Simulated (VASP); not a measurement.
# TiAl (Pm-3m) in VASP: notebook

The runs below take TiAl through relaxation of cell and atoms, with PBEsol.

Program: VASP 6.6.1. These are calculated values, not measurements. Logs are shortened: lines on timing, memory, paths and dates and some standing lists are left out, and cuts for length are marked.

## (1) The cell of the first run

Symmetry: Pm-3m, No. 221, cubic system. The conventional cell has a = 3.179 Å, b = 3.179 Å, c = 3.179 Å, α = 90.00°, β = 90.00°, γ = 90.00°. Ti (site symmetry m-3m) has 8 Al at 2.75 Å and 6 Ti at 3.18 Å within 3.6 Å. Within 3.6 Å of Al (site symmetry m-3m) lie 8 Ti at 2.75 Å and 6 Al at 3.18 Å.

## (2) Relaxation of cell and atoms, PBEsol, target pressure 5 GPa, at which the enthalpy is minimised

Contents of INCAR:

```
SYSTEM = TiAl
PREC = Accurate ; ENCUT = 600
EDIFF = 1E-6 ; ISMEAR = -1
SIGMA = 0.05 ; LREAL = .False.
LASPH = .True. ; NELM = 80
ALGO = Normal ; ISIF = 3
LWAVE = .False. ; LCHARG = .False.
GGA = PS ; IBRION = 2
NSW = 80 ; EDIFFG = -0.02
PSTRESS = 50.0
```

Contents of KPOINTS:

```
Automatic mesh
0
Gamma
  8 8 8
  0 0 0
```

Contents of POSCAR:

```
TiAl
1.0
    3.1790640000      0.0000000000      0.0000000000
    0.0000000000      3.1790640000      0.0000000000
    0.0000000000      0.0000000000      3.1790640000
Ti Al
1 1
Direct
    0.0000000000      0.0000000000      0.0000000000
    0.5000000000      0.5000000000      0.5000000000
```

Potentials or basis: VASP PAW PBE potentials, release 64 (Ti_sv, Al).

On the command line:

```sh
> cat potpaw_PBE.64/Ti_sv/POTCAR potpaw_PBE.64/Al/POTCAR > POTCAR
> mpirun -np 1 vasp_std > vasp.out
```

OUTCAR:

```text
SYSTEM = TiAl
   PREC = Accurate
   ENCUT = 600
   EDIFF = 1E-6
   ISMEAR = -1
   LREAL = .False.
   LASPH = .True.
   NELM = 80
   ISIF = 3
   GGA = PS
   IBRION = 2
   NSW = 80
   EDIFFG = -0.02
   PSTRESS = 50.0

 ion  position               nearest neighbor table
   1  0.000  0.000  0.000-   2 2.75   2 2.75   2 2.75   2 2.75   2 2.75   2 2.75   2 2.75   2 2.75

   2  0.500  0.500  0.500-   1 2.75   1 2.75   1 2.75   1 2.75   1 2.75   1 2.75   1 2.75   1 2.75

  LATTYP: Found a simple cubic cell.
 ALAT       =     3.1790640000

  Lattice vectors:

 A1 = (   3.1790640000,   0.0000000000,   0.0000000000)
 A2 = (   0.0000000000,   3.1790640000,   0.0000000000)
 A3 = (   0.0000000000,   0.0000000000,   3.1790640000)

Analysis of symmetry for initial positions (statically):
=====================================================================
 Subroutine PRICEL returns:
 Original cell was already a primitive cell.

 Routine SETGRP: Setting up the symmetry group for a
 simple cubic supercell.

 Subroutine GETGRP returns: Found 48 space group operations
 (whereof 48 operations were pure point group operations)
 out of a pool of 48 trial point group operations.

The static configuration has the point symmetry O_h .

Analysis of symmetry for dynamics (positions and initial velocities):
=====================================================================
 Subroutine PRICEL returns:
 Original cell was already a primitive cell.

 Routine SETGRP: Setting up the symmetry group for a
 simple cubic supercell.

 Subroutine GETGRP returns: Found 48 space group operations
 (whereof 48 operations were pure point group operations)
 out of a pool of 48 trial point group operations.

The dynamic configuration has the point symmetry O_h .

 Subroutine INISYM returns: Found 48 space group operations
 (whereof 48 operations are pure point group operations),
 and found     1 'primitive' translations

----------------------------------------------------------------------------------------

                                     Primitive cell

  volume of cell :      32.1290

  direct lattice vectors                    reciprocal lattice vectors
     3.179064000  0.000000000  0.000000000     0.314557996  0.000000000  0.000000000
     0.000000000  3.179064000  0.000000000     0.000000000  0.314557996  0.000000000
     0.000000000  0.000000000  3.179064000     0.000000000  0.000000000  0.314557996

  length of vectors
     3.179064000  3.179064000  3.179064000     0.314557996  0.314557996  0.314557996

  position of ions in fractional coordinates (direct lattice)
     0.000000000  0.000000000  0.000000000
     0.500000000  0.500000000  0.500000000

  ion indices of the primitive-cell ions
   primitive index   ion index
                 1           1
                 2           2

----------------------------------------------------------------------------------------

 KPOINTS: Automatic mesh

Automatic generation of k-mesh.
 Grid dimensions read from file:
 generate k-points for:    8    8    8

 Generating k-lattice:

  Cartesian coordinates                     Fractional coordinates (reciprocal lattice)
     0.039319749  0.000000000  0.000000000     0.125000000  0.000000000  0.000000000
     0.000000000  0.039319749  0.000000000     0.000000000  0.125000000  0.000000000
     0.000000000  0.000000000  0.039319749     0.000000000  0.000000000  0.125000000

  Length of vectors
     0.039319749  0.039319749  0.039319749

  Shift w.r.t. Gamma in fractional coordinates (k-lattice)
     0.000000000  0.000000000  0.000000000

 Subroutine IBZKPT returns following result:
 ===========================================

 Found     35 irreducible k-points:

 Following reciprocal coordinates:
            Coordinates               Weight
  0.000000  0.000000  0.000000      1.000000
  0.125000  0.000000  0.000000      6.000000
  0.250000  0.000000  0.000000      6.000000
  0.375000  0.000000  0.000000      6.000000
  0.500000  0.000000  0.000000      3.000000
  0.125000  0.125000  0.000000     12.000000
[... 16 lines left out ...]
  0.375000  0.375000  0.125000     24.000000
  0.500000  0.375000  0.125000     24.000000
 [... further k-points ...]
   k-points           NKPTS =     35   k-points in BZ     NKDIM =     35   number of bands    NBANDS=     11
   number of dos      NEDOS =    301   number of ions     NIONS =      2
   total plane-waves  NPLWV =  21952
   dimension x,y,z NGX =    28 NGY =   28 NGZ =   28
   dimension x,y,z NGXF=    56 NGYF=   56 NGZF=   56
   ions per type =               1   1
   NGX,Y,Z   is equivalent  to a cutoff of  14.64, 14.64, 14.64 a.u.
   NGXF,Y,Z  is equivalent  to a cutoff of  29.28, 29.28, 29.28 a.u.
 SYSTEM =  TiAl
   PREC   = accura    normal or accurate (medium, high low for compatibility)
   ISTART =      0    job   : 0-new  1-cont  2-samecut
   ICHARG =      2    charge: 1-file 2-atom 10-const
   ISPIN  =      1    spin polarized calculation?
   LNONCOLLINEAR =      F non collinear calculations
   LSORBIT =      F    spin-orbit coupling
   LASPH  =      T    aspherical Exc in radial PAW
   ENCUT  =  600.0 eV  44.10 Ry    6.64 a.u.   6.35  6.35  6.35*2*pi/ulx,y,z
   NELM   =     80;   NELMIN=  2; NELMDL= -5     # of ELM steps
   EDIFF  = 0.1E-05   stopping-criterion for ELM
   LREAL  =      F    real-space projection
   EDIFFG = -.2E-01   stopping-criterion for IOM
   NSW    =     80    number of steps for IOM
   IBRION =      2    ionic relax: 0-MD 1-quasi-New 2-CG
   NFREE  =      1    steps in history (QN), initial steepest desc. (CG)
   ISIF   =      3    stress and relaxation
   ISYM   =      2    0-nonsym 1-usesym 2-fastsym
   POTIM  = 0.5000    time-step for ionic-motion
   TEBEG  =    0.0;   TEEND  =   0.0 temperature during run
   PSTRESS=   50.0 pullay stress
   NELECT =      15.0000    total number of electrons
   NUPDOWN=      -1.0000    fix difference up-down
   EMIN   =  10.00;   EMAX   =-10.00  energy-range for DOS
   EFERMI =   0.00;   METHOD = LEGACY
   ISMEAR =    -1;   SIGMA  =   0.05  broadening in eV -4-tet -1-fermi 0-gaus
   EFERMI_NEDOS =   21; number of points for ismear=-14 and -15
   IALGO  =     38    algorithm
   IMIX   =      4    mixing-type and parameters
     AMIX     =   0.40;   BMIX     =  1.00
     AMIX_MAG =   1.60;   BMIX_MAG =  1.00
  volume/ion in A,a.u.               =      16.06       108.41
  Fermi-wavevector in a.u.,A,eV,Ry     =   1.270007  2.399964 21.945065  1.612917
  Thomas-Fermi vector in A             =   2.403017
   LORBIT       =      0    0 simple, 1 ext, 2 COOP (PROOUT), +10 PAW based schemes
   GGA     = PS    functional components
   LHFCALC =     F    Hartree Fock is set to
   AEXX    =    0.0000 exact exchange contribution
   IVDW    =     0    specifies the selected vdW correction
   LEPSILON=     F    determine dielectric tensor
   LRPA    =     F    only Hartree local field effects (RPA)
 conjugate gradient relaxation of ions
 non-spin polarized calculation
  energy-cutoff  :      600.00
  volume of cell :       32.13
 maximum number of plane-waves:      1108
 NGX is ok and might be reduce to    28
   NGX = 13   NGY = 13   NGZ = 13

--------------------------------------- Ionic step        1  -------------------------------------------

 number of electron      15.0000003 magnetization

 Free energy of the ion-electron system (eV)
  ---------------------------------------------------
  ext. energy  EPLUGINS =         0.00000000
  ---------------------------------------------------
  free energy    TOTEN  =       -12.96894608 eV

  energy without entropy =      -12.94555739  energy(sigma->0) =      -12.95725174

------------------------ aborting loop because EDIFF is reached ----------------------------------------

  FORCE on cell =-STRESS in cart. coord.  units (eV):
  Direction    XX          YY          ZZ          XY          YZ          ZX
  --------------------------------------------------------------------------------------
  -------------------------------------------------------------------------------------
  Total       -0.4783415     -0.4783415     -0.4783415     -0.0000000     -0.0000000      0.0000000
  in kB      -23.8534314    -23.8534314    -23.8534314     -0.0000000     -0.0000000      0.0000000
  external PRESSURE =     -73.8534314 kB  Pullay stress =      50.0000000 kB

 VOLUME and BASIS-vectors are now :
 -----------------------------------------------------------------------------
  energy-cutoff  :      600.00
  volume of cell :       32.13
      direct lattice vectors                 reciprocal lattice vectors
     3.179064000  0.000000000  0.000000000     0.314557996  0.000000000  0.000000000
     0.000000000  3.179064000  0.000000000     0.000000000  0.314557996  0.000000000
     0.000000000  0.000000000  3.179064000     0.000000000  0.000000000  0.314557996
[... 46 lines left out ...]
  FREE ENERGIE OF THE ION-ELECTRON SYSTEM (eV)
  ---------------------------------------------------
  free  energy   TOTEN  =       -12.8774317283 eV

  energy  without entropy=      -12.8576206465  energy(sigma->0) =      -12.86752619

  enthalpy is  TOTEN    =       -11.9784281579 eV   P V=        0.8990035704

--------------------------------------- Ionic step        3  -------------------------------------------

 number of electron      14.9999997 magnetization

 Free energy of the ion-electron system (eV)
  ---------------------------------------------------
  ext. energy  EPLUGINS =         0.00000000
  ---------------------------------------------------
  free energy    TOTEN  =       -12.95599505 eV

  energy without entropy =      -12.93449809  energy(sigma->0) =      -12.94524657

 E-fermi :   9.3090     XC(G=0): -11.4493

 val. band max:        9.2671167647   @ k =   0.3750   0.1250   0.1250
 cond. band min:       9.3274994361   @ k =   0.3750   0.3750   0.2500
 fundamental gap:      0.0603826714
 Fermi energy:         9.3089793059

 k-point     1 :       0.0000    0.0000    0.0000
  band No.  band energies     occupation
      1     -47.2276      2.00000
      2     -23.5251      2.00000
      3     -23.5251      2.00000
      4     -23.5251      2.00000
      5      -0.2045      2.00000
      6       7.7339      2.00000
      7       7.7339      2.00000
      8      11.2405      0.00000
      9      11.2405      0.00000
     10      11.2405      0.00000
     11      14.0278      0.00000

 k-point     2 :       0.1250    0.0000    0.0000
  band No.  band energies     occupation
      1     -47.2247      2.00000
      2     -23.5572      2.00000
      3     -23.5222      2.00000
      4     -23.5222      2.00000
      5       0.0570      2.00000
      6       7.5955      2.00000
      7       7.8528      2.00000
      8      10.8317      0.00000
      9      10.8317      0.00000
     10      11.2726      0.00000
     11      13.1610      0.00000
[... 295 lines left out ...]
 k-point    24 :       0.5000    0.3750    0.1250
  band No.  band energies     occupation
      1     -47.1887      2.00000
      2     -23.7101      2.00000
      3     -23.6762      2.00000
      4     -23.5186      2.00000
      5       4.1349      2.00000
      6       6.2342      2.00000
      7       7.2907      2.00000
      8       8.7006      1.99999
      9      10.2623      0.00000
     10      10.2775      0.00000
     11      12.4160      0.00000

 [... further k-points ...]
[... 5 lines left out ...]
  --------------------------------------------------------------------------------------
  -------------------------------------------------------------------------------------
  Total        0.9342486      0.9342486      0.9342486      0.0000000      0.0000000     -0.0000000
  in kB       49.4317145     49.4317145     49.4317145      0.0000000      0.0000000     -0.0000000
  external PRESSURE =      -0.5682855 kB  Pullay stress =      50.0000000 kB

 VOLUME and BASIS-vectors are now :
 -----------------------------------------------------------------------------
  energy-cutoff  :      600.00
  volume of cell :       30.28
      direct lattice vectors                 reciprocal lattice vectors
     3.116897008 -0.000000000  0.000000000     0.320831904  0.000000000  0.000000000
    -0.000000000  3.116897008  0.000000000     0.000000000  0.320831904  0.000000000
    -0.000000000 -0.000000000  3.116897008    -0.000000000 -0.000000000  0.320831904

 POSITION                                       TOTAL-FORCE (eV/Angst)
 -----------------------------------------------------------------------------------
      0.00000      0.00000      0.00000         0.000000      0.000000     -0.000000
      1.55845      1.55845      1.55845        -0.000000     -0.000000      0.000000
 -----------------------------------------------------------------------------------
    total drift:                               -0.000000     -0.000000     -0.000000

  FREE ENERGIE OF THE ION-ELECTRON SYSTEM (eV)
  ---------------------------------------------------
  free  energy   TOTEN  =       -12.9559950548 eV

  energy  without entropy=      -12.9344980851  energy(sigma->0) =      -12.94524657

  enthalpy is  TOTEN    =       -12.0110060008 eV   P V=        0.9449890540

 reached required accuracy - stopping structural energy minimisation
```

It took 74 s on 1 thread of Intel Xeon 8259CL, shared host; peak memory 0.17 GiB.

Results:

| Quantity | Value |
| --- | --- |
| Free energy | -12.9560 eV |
| Relaxed volume | 15.14 Å³/atom |
| Relaxed cell | a = 3.117 Å, b = 3.117 Å, c = 3.117 Å, α = 90.00°, β = 90.00°, γ = 90.00° |
| Space group after relaxing (to 0.05 Å) | Pm-3m (No. 221) |
| Energy change on relaxing (the enthalpy is what falls) | +6.5 meV/atom |
| Ionic steps | 3 |
| Pressure after relaxing | 4.9 GPa |

The path:
```tsv
step	energy change (eV)	largest force (eV/Å)	pressure (GPa)	volume (Å³)
1	0.0000	0.0000	-2.39	32.13
2	0.0915	0.0000	12.44	28.81
3	0.0130	0.0000	4.94	30.28
```

Final structure:
```
Ti Al
1.0
     3.11690    0.00000    0.00000
     0.00000    3.11690    0.00000
     0.00000    0.00000    3.11690
Ti Al
1 1
Cartesian
  0.0000 0.0000 0.0000
  1.5584 1.5584 1.5584
```

Caveat: the cell is relaxed towards a set pressure, so the enthalpy falls and the energy may rise; the PAW data sets were made with another functional, which shifts forces and pressure a little.

## (3) Relaxation of cell and atoms, PBEsol, target pressure 10 GPa, at which the enthalpy is minimised

Contents of INCAR:

```
SYSTEM = TiAl
PREC = Accurate ; ENCUT = 600
EDIFF = 1E-7 ; ISMEAR = -1
SIGMA = 0.05 ; LREAL = .FALSE.
LASPH = .TRUE. ; NELM = 80
ALGO = Normal ; ISIF = 3
LWAVE = .FALSE. ; LCHARG = .FALSE.
GGA = PS ; IBRION = 2
NSW = 80 ; EDIFFG = -0.02
PSTRESS = 100.0
```

Contents of KPOINTS:

```
regular mesh
0
G
  8 8 8
  0 0 0
```

POSCAR is that of step 2.

Potentials or basis: VASP PAW PBE potentials, release 64 (Ti_sv, Al).

On the command line:

```sh
> cat potpaw_PBE.64/Ti_sv/POTCAR potpaw_PBE.64/Al/POTCAR > POTCAR
> mpirun -np 1 vasp_std > vasp.out
```

Run time: 86 s. Hardware: 1 thread of Intel Xeon 8259CL, shared host; peak memory 0.17 GiB.

It converged, with:

| Property | Result |
| --- | --- |
| Free energy | -12.9110 eV |
| Relaxed volume | 14.65 Å³/atom |
| Relaxed cell | a = 3.083 Å, b = 3.083 Å, c = 3.083 Å, α = 90.00°, β = 90.00°, γ = 90.00° |
| Space group after relaxing (to 0.05 Å) | Pm-3m (No. 221) |
| Energy change on relaxing (the enthalpy is what falls) | +29.0 meV/atom |
| Ionic steps | 3 |
| Pressure after relaxing | 9.8 GPa |

Step by step:
```
step  energy change (eV)  largest force (eV/Å)  pressure (GPa)  volume (Å³)
   1              0.0000                0.0000           -2.33        32.13
   2              0.3414                0.0000           26.64        26.72
   3              0.0579                0.0000            9.78        29.29
```

Final structure:
```cif
data_structure
_symmetry_space_group_name_H-M 'P 1'
_symmetry_Int_Tables_number 1
_cell_length_a 3.0826
_cell_length_b 3.0826
_cell_length_c 3.0826
_cell_angle_alpha 90.000
_cell_angle_beta 90.000
_cell_angle_gamma 90.000
_cell_volume 29.29
loop_
_atom_site_label
_atom_site_type_symbol
_atom_site_fract_x
_atom_site_fract_y
_atom_site_fract_z
_atom_site_occupancy
Ti1 Ti 0.00000 0.00000 0.00000 1
Al1 Al 0.50000 0.50000 0.50000 1
```

Levels at points of the mesh, in eV from the Fermi level:
```
           k point  band 4  band 5  band 6  band 7  band 8  band 9  band 10  band 11
(0.00, 0.00, 0.00)  -32.76   -9.66   -1.66   -1.66    2.01    2.01     2.01     4.90
(0.50, 0.00, 0.00)  -32.74   -6.12   -5.45   -0.65    0.16    0.16     2.25     3.42
(0.50, 0.50, 0.00)  -32.72   -5.26   -2.09   -2.09   -1.59    0.75     0.75     3.12
(0.50, 0.50, 0.50)  -32.94   -3.38   -3.38   -3.38    1.22    3.20     3.20     3.20
```

Caveat: the cell is relaxed towards a set pressure, so the enthalpy falls and the energy may rise; the PAW data sets were made with another functional, which shifts forces and pressure a little.
